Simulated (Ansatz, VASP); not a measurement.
# Two plane-wave programs on SrTi2O4

```
Sr Ti O
1.0
     4.97938    0.00000    0.02631
     0.00000    3.07742    0.00000
     0.02934    0.00000    6.04292
Sr Ti O
1 2 4
Direct
  0.00000 0.00000 0.50000
  0.50000 0.50000 0.00000
  0.00000 0.00000 0.00000
  0.84372 0.50000 0.19720
  0.15628 0.50000 0.80280
  0.66324 0.00000 0.81567
  0.33676 0.00000 0.18433
```

Alike in both runs: functional PBE; k mesh 3 × 4 × 2; occupations gaussian, width 0.15 eV; collinear spin.

Ansatz relaxed the structure, and its values are those at the end. VASP's run is a single point on that final structure, the one shown.

```csv
,VASP,Ansatz
version,VASP 6.6.1,Ansatz 0.2.0
potentials or method,"VASP PAW PBE potentials, release 64 (Sr_sv, Ti_sv, O), cutoff 520 eV","scalar-relativistic, plane waves, PAW"
valence electrons in the cell,58,58
```

VASP gave:

- gap on the k mesh at the Fermi level (eV): none
- pressure (GPa): 0.9
- rms of the force components (eV/Å): 0.017
- net moment per atom (μB): 0.00

Q: Estimate Ansatz's values.

A: gap on the k mesh at the Fermi level (eV): none; pressure (GPa): 0.3; rms of the force components (eV/Å): 0.010; net moment per atom (μB): 0.00.

A gap of «none» marks a metal or a gap that the smearing closes. Ansatz's warnings: seeded moment not kept.

The k mesh is coarse, so the values compare programs but aren't converged.
